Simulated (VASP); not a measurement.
Wanted: the native input for a VASP 6.6.1 run.

* Task: single point
* Functional: PBE
* Potentials or basis: VASP PAW PBE potentials, release 64 (Co)
* Cutoff: 520 eV
* k mesh: 16 × 16 × 16
* Occupations: fermi-dirac, width 0.08 eV
* Spin: collinear spin, ferromagnetic start
* Starting moments: [2.0] μB
* Dipole correction: no
* Further INCAR settings: ALGO = Normal; EDIFF = 1e-06; NBANDS = 14

The structure of Co lies in POSCAR:

```
Co
1.0
    0.0000000000      1.7957000000      1.7957000000
    1.7957000000      0.0000000000      1.7957000000
    1.7957000000      1.7957000000      0.0000000000
Co
1
Direct
    0.0000000000      0.0000000000      0.0000000000
```

This isn't the form of Co at room conditions, which is hcp.

One way to write it, as run:

INCAR

```
  ALGO = Normal
  EDIFF = 1E-6
  ENCUT = 520
  GGA = PE
  ISIF = 2
  ISMEAR = -1
  ISPIN = 2
  LASPH = T
  LCHARG = F
  LMAXMIX = 4
  LORBIT = 11
  LREAL = F
  LWAVE = F
  MAGMOM = 2
  NBANDS = 14
  NELM = 150
  PREC = Accurate
  SIGMA = 0.08
```

KPOINTS

```
k-points
0
Gamma
  16 16 16
```

Potentials or basis: VASP PAW PBE potentials, release 64 (Co).

Command:

```bash
$ cat potpaw_PBE.64/Co/POTCAR > POTCAR
$ mpirun -np 1 vasp_std > vasp.out
```

It gave:

```json
{"Pressure": "-10.9 GPa", "Net moment": "1.69 μB per cell", "Site moments": "Co +1.72 μB", "Valence electrons inside the program's atomic spheres": "Co 8.15"}
```

Caveat: the cell stands under tension.

Run time: 49 s on 1 thread of Intel(R) Xeon(R) Platinum 8259CL CPU @ 2.50GHz (Skylake/Cascade Lake) (shared host), peak memory 0.16 GiB.
